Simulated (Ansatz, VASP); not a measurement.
**One calculation of Co, two programs**

```
Co
1.0
     2.45642    0.00000    0.00000
    -1.22821    2.12732    0.00000
     0.00000    0.00000   22.93883
Co
5
Direct
  0.33333 0.66667 0.32845
  0.66667 0.33333 0.41273
  0.33333 0.66667 0.50000
  0.66667 0.33333 0.58727
  0.33333 0.66667 0.67155
```

Alike in both runs: functional PBEsol; k mesh 15 × 15 × 1; occupations gaussian, width 0.1 eV; collinear spin.

Ansatz relaxed the structure, and its values are those at the end. VASP's run is a single point on that final structure, the one shown.

|  | VASP | Ansatz |
| --- | --- | --- |
| version | VASP 6.6.1 | Ansatz 0.2.0 |
| potentials or method | VASP PAW PBE potentials, release 64 (Co), cutoff 520 eV | scalar-relativistic, plane waves, PAW |
| valence electrons in the cell | 45 | 85 |

Ansatz gave:

| Quantity | Value |
| --- | --- |
| gap on the k mesh at the Fermi level (eV) | none |
| rms of the force components (eV/Å) | 0.001 |
| net moment per atom (μB) | 1.67 |
| size of the moment on the site where the two differ most (μB) | 1.70 |

Q: What did VASP give for the same quantities?

A: gap on the k mesh at the Fermi level (eV): none; rms of the force components (eV/Å): 0.016; net moment per atom (μB): 1.66; size of the moment on the site where the two differ most (μB): 1.64.

VASP's potentials were made for PBE, not for PBEsol. Site moments also hang on the region over which each program counts them. A gap of «none» marks a metal or a gap that the smearing closes. The functional is the same, so the differences come from potentials, cutoffs and numerics. VASP's potentials hold 45 valence electrons a cell and Ansatz's 85, so a difference there can come from the potentials and not from the codes. Ansatz's warnings: xc potential rough in thin density.
